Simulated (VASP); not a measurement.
A run of VASP 6.6.1:

Contents of INCAR:

```
SYSTEM = K
PREC     = Accurate       ! precision mode
ENCUT    = 520            ! plane-wave cutoff, eV
EDIFF    = 1E-6           ! SCF threshold, eV
ISMEAR   = -1             ! smearing method
SIGMA    = 0.1            ! smearing width, eV
LREAL    = .False.        ! projectors in reciprocal space
LASPH    = .True.         ! aspherical terms in the spheres
NELM     = 150            ! most SCF steps
ALGO     = Normal         ! electronic algorithm
ISIF     = 2              ! what is computed and relaxed
LWAVE    = .False.        ! write WAVECAR
LCHARG   = .False.        ! write CHGCAR
LNONCOLLINEAR= .True.         ! non-collinear magnetism
MAGMOM   = 0 0 0 0 0 0    ! initial moments
LORBIT   = 11             ! projections on sites
LSORBIT  = .True.         ! spin-orbit coupling
GGA_COMPAT= .False.      
LORBMOM  = .True.       
GGA      = CA             ! functional
NBANDS   = 30             ! bands
```

File KPOINTS:

```
regular mesh
0
Gamma
  8 8 5
  0 0 0
```

The input POSCAR:

```
K
1.0
    4.5097235529      0.0000000000      0.0000000000
   -2.2548617764      3.9055351608      0.0000000000
    0.0000000000      0.0000000000      7.3432115612
K
2
Direct
    0.3333333333      0.6666666667      0.2500000000
    0.6666666667      0.3333333333      0.7500000000
```

Potentials or basis: VASP PAW LDA potentials, release 64 (K_sv).

Command:

```console
$ cat potpaw_LDA.64/K_sv/POTCAR > POTCAR
$ mpirun -np 1 vasp_ncl > vasp.out
```

Hardware: 1 thread of Intel Xeon 8259CL, on a shared host.

Problem. Estimate the wall time of this run.

Solution. Wall time 5.9 min on 1 thread of Intel Xeon 8259CL, on a shared host, peak memory 0.46 GiB. Counts: scf iterations 11, k points 30.
